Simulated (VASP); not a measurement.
Set up this calculation in VASP 6.6.1, as the native input.

```yaml
Task: relaxation of cell and atoms
Functional: PBE
Potentials_or_basis: VASP PAW PBE potentials, release 64 (W_sv, Br)
Cutoff: 600 eV
k_mesh: 4 × 4 × 6
Occupations: gaussian, width 0.1 eV
Spin: no spin polarisation
Dipole_correction: no
Further_INCAR_settings: ALGO = Normal; EDIFF = 1e-07; IBRION = 2; EDIFFG = -0.04; NSW = 90; ISIF = 3
```

The structure of W2Br3 lies in POSCAR:

```
W2Br3
1.0
    5.1114236604     -3.6603396950      0.0000000000
    5.1114236604      3.6603396950      0.0000000000
   -0.5176918942      0.0000000000      3.4263631540
W Br
2 3
Direct
    0.8779316163      0.9484956376      0.2008578402
    0.0515043624      0.1220683837      0.7991421598
    0.2730788976      0.7269211024      0.5000000000
    0.8395788146      0.5425671207      0.8543021394
    0.4574328793      0.1604211854      0.1456978606
```

These files were run (other wordings do the same):

INCAR

```
  PREC = Accurate
  ENCUT = 600
  EDIFF = 1E-7
  ISMEAR = 0
  SIGMA = 0.1
  LREAL = False
  LASPH = True
  NELM = 80
  ALGO = Normal
  ISIF = 3
  LWAVE = False
  LCHARG = False
  GGA = PE
  IBRION = 2
  NSW = 90
  EDIFFG = -0.04
```

KPOINTS

```
Automatic mesh
0
Gamma
  4 4 6
```

Potentials or basis: VASP PAW PBE potentials, release 64 (W_sv, Br).

Command:

```sh
$ cat potpaw_PBE.64/W_sv/POTCAR potpaw_PBE.64/Br/POTCAR > POTCAR
$ mpirun -np 1 vasp_std > vasp.out
```

Results of the run:

```
Relaxed volume                        : 25.74 Å³/atom
Relaxed cell                          : a = 6.288 Å, b = 6.288 Å, c = 3.477 Å, α = 96.92°, β = 96.92°, γ = 71.24°
Space group after relaxing (to 0.1 Å) : C2 (No. 5)
Energy gained by relaxing             : 0.2 meV/atom
Ionic steps                           : 5
Pressure after relaxing               : -0.1 GPa
Largest force after relaxing          : 0.038 eV/Å
Band gap on the k mesh                : zero (an odd number of electrons rules out a gap without spin polarisation)
```

Caveat: spin-orbit coupling is left out, which moves the levels of the heavy elements; an odd number of electrons without spin polarisation forces a metal; a magnetic or distorted state may lie lower.

Run time: 11 min on 1 thread of Oxide Virtual Turin-like Processor, with other jobs on the host, peak memory 0.31 GiB.
